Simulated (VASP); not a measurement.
A run of VASP 6.6.1:

The input INCAR:

```
SYSTEM = Rb
PREC = Accurate
ENCUT = 520
EDIFF = 1E-6
ISMEAR = 0
SIGMA = 0.1
LREAL = .FALSE.
LASPH = .TRUE.
NELM = 100
ALGO = Fast
ISIF = 2
LWAVE = .FALSE.
LCHARG = .TRUE.
GGA = PE
LELF = .TRUE.
LVHAR = .TRUE.
NBANDS = 10
```

KPOINTS

```
Automatic mesh
0
G
  12 12 12
  0 0 0
```

The input POSCAR:

```
Rb
1.0
    4.5200131802      0.0000000000      0.0000000000
    0.0000000000      4.5316720856      0.0000000000
    0.0000000000      0.0000000000      4.5407618055
Rb
1
Direct
    0.0000000000      0.0000000000      0.0000000000
```

Potentials or basis: VASP PAW PBE potentials, release 64 (Rb_sv).

Command:

```console
$ cat potpaw_PBE.64/Rb_sv/POTCAR > POTCAR
$ mpirun -np 1 vasp_std > vasp.out
```

Hardware: 1 thread of Oxide Virtual Turin-like Processor, with other jobs on the host.

Estimate the wall time of this run.

It took 4.3 min on 1 thread of Oxide Virtual Turin-like Processor, with other jobs on the host, peak memory 0.39 GiB. Counts: scf iterations 12, k points 343.
